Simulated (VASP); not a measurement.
Bi, 1 atom in the cell. The structure is cubic, space group Im-3m (No. 229). Conventional cell: a = 3.354 Å, b = 3.354 Å, c = 3.354 Å, α = 90.00°, β = 90.00°, γ = 90.00°. Within 3.8 Å of Bi (site symmetry m-3m) lie 14 Bi at 2.90 to 3.35 Å. This isn't the form of Bi at room conditions, which is rhombohedral.

```yaml
Program: VASP 6.6.1
Task: single point
Functional: LDA
Potentials_or_basis: VASP PAW LDA potentials, release 64 (Bi_d)
Cutoff: 520 eV
k_mesh: 20 × 20 × 20
Occupations: gaussian, width 0.05 eV
Spin: no spin polarisation
Dipole_correction: no
Further_INCAR_settings: ALGO = Normal; EDIFF = 1e-07; NBANDS = 14
```

Potentials or basis: VASP PAW LDA potentials, release 64 (Bi_d).

Run with:

```bash
$ cat potpaw_LDA.64/Bi_d/POTCAR > POTCAR
$ mpirun -np 1 vasp_std > vasp.out
```

Hardware: 1 thread of Intel(R) Xeon(R) 6975P-C (Granite Rapids), with other jobs on the host.

**Question.** Estimate the wall time of this run.

**Answer.** Wall time 18 s on 1 thread of Intel(R) Xeon(R) 6975P-C (Granite Rapids), with other jobs on the host, peak memory 0.17 GiB. Counts: scf iterations 11, k points 256.
